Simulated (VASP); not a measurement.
Crystal: Na.

```
Na
1.0
     2.29881   -3.35704   -0.11004
     2.29881    3.35704   -0.11004
    -2.12155    0.00000    3.46014
Na
1
Direct
  0.00000 0.00000 0.50000
```

- Program: VASP 6.6.1
- Task: relaxation of cell and atoms
- Functional: PBE
- Potentials or basis: VASP PAW PBE potentials, release 64 (Na_pv)
- Cutoff: 600 eV
- k mesh: 12 × 12 × 12
- Occupations: gaussian, width 0.1 eV
- Spin: no spin polarisation

At the start: pressure -1.4 GPa; volume 51.84 Å³/atom.

Task: Where does the relaxation end?

Result: Over 11 steps the energy falls by 86.0 meV/atom and the volume is 37.15 Å³/atom (-28.3 %); space group I4/mmm (No. 139, to 0.1 Å) before and after.

Step by step:
```csv
step,energy change (eV),largest force (eV/Å),pressure (GPa),volume (Å³)
1,0.0000,0.0000,-1.40,51.84
2,-0.0281,0.0000,-1.22,48.51
3,-0.0820,0.0000,-0.54,39.40
4,0.0976,0.0000,6.60,24.75
5,-0.0854,0.0000,-0.07,37.46
6,-0.0855,0.0000,0.03,37.20
7,-0.0855,0.0000,-0.04,37.20
8,-0.0857,0.0000,-0.07,37.20
9,-0.0859,0.0000,-0.04,37.18
10,-0.0860,0.0000,-0.04,37.13
11,-0.0860,0.0000,0.00,37.15
```

Final structure:
```
CELL_PARAMETERS angstrom
1.99059 -3.05098 -0.10659
1.99059 3.05098 -0.10659
-1.84637 0.00000 3.15748
ATOMIC_POSITIONS crystal
Na 0.00000 0.00000 0.50000
```

Caveat: the volume moved by over 15 % at a fixed basis, so the end points are rough.
